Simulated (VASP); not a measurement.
A run of VASP 6.6.1 is set up as follows.

File INCAR:

```
SYSTEM = Ir
ALGO = Normal ; EDIFF = 1E-6
ENCUT = 500 ; GGA = PS
GGA_COMPAT = .FALSE. ; ISIF = 2
ISMEAR = -1 ; LASPH = .TRUE.
LCHARG = .FALSE. ; LREAL = .FALSE.
LWAVE = .FALSE. ; NBANDS = 10
NELM = 120 ; PREC = Accurate
SIGMA = 0.05
```

KPOINTS

```
k-points
0
G
  13 13 13
  0 0 0
```

File POSCAR:

```
Ir
1.0
    0.0000000000      1.8494914652      1.8494914652
    1.8494914652      0.0000000000      1.8494914652
    1.8494914652      1.8494914652      0.0000000000
Ir
1
Direct
    0.0000000000      0.0000000000      0.0000000000
```

Potentials or basis: VASP PAW PBE potentials, release 64 (Ir).

Command:

```sh
$ cat potpaw_PBE.64/Ir/POTCAR > POTCAR
$ mpirun -np 1 vasp_std > vasp.out
```

Q: Estimate the pressure.

A: 55.1 GPa.

Caveat: the PAW data sets were made with another functional, which shifts forces and pressure a little.
